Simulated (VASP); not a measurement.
Wanted: the native input for a VASP 6.6.1 run.

* Task: single point
* Functional: PBE
* Potentials or basis: VASP PAW PBE potentials, release 64 (Al, Cu)
* Cutoff: 520 eV
* k mesh: 18 × 18 × 4
* Occupations: gaussian, width 0.1 eV
* Spin: no spin polarisation
* Dipole correction: no
* Further INCAR settings: ALGO = Fast; EDIFF = 1e-06; NBANDS = 22

The structure of Al5Cu lies in POSCAR:

```
Al5Cu
1.0
    2.8349614122      0.0000000000      0.0000000000
   -1.4174807061      2.4551486017      0.0000000000
    0.0000000000      0.0000000000     13.5206457683
Al Cu
5 1
Direct
    0.3333333333      0.6666666667      0.3245418670
    0.3333333333      0.6666666667      0.6754581330
    0.6666666667      0.3333333333      0.1503902153
    0.6666666667      0.3333333333      0.5000000000
    0.6666666667      0.3333333333      0.8496097847
    0.3333333333      0.6666666667      0.0000000000
```

These files were run (other wordings do the same):

INCAR

```
ALGO = Fast ; EDIFF = 1E-6
ENCUT = 520 ; GGA = PE
ISIF = 2 ; ISMEAR = 0
LASPH = True ; LCHARG = False
LREAL = False ; LWAVE = False
NBANDS = 22 ; NELM = 100
PREC = Accurate ; SIGMA = 0.1
```

KPOINTS

```
k-points
0
Gamma
  18 18 4
```

Potentials or basis: VASP PAW PBE potentials, release 64 (Al, Cu).

Run with:

```bash
$ cat potpaw_PBE.64/Al/POTCAR potpaw_PBE.64/Cu/POTCAR > POTCAR
$ mpirun -np 1 vasp_std > vasp.out
```

It gave:

```yaml
Pressure: 0.1 GPa
Largest_force: 0.019 eV/Å
Band_gap_on_the_k_mesh: zero (bands 13 and 14 overlap by 3.86 eV)
```

Wall time 7.5 min on 1 thread of Intel(R) Xeon(R) Platinum 8259CL CPU @ 2.50GHz (Skylake/Cascade Lake) (shared host), peak memory 0.38 GiB.
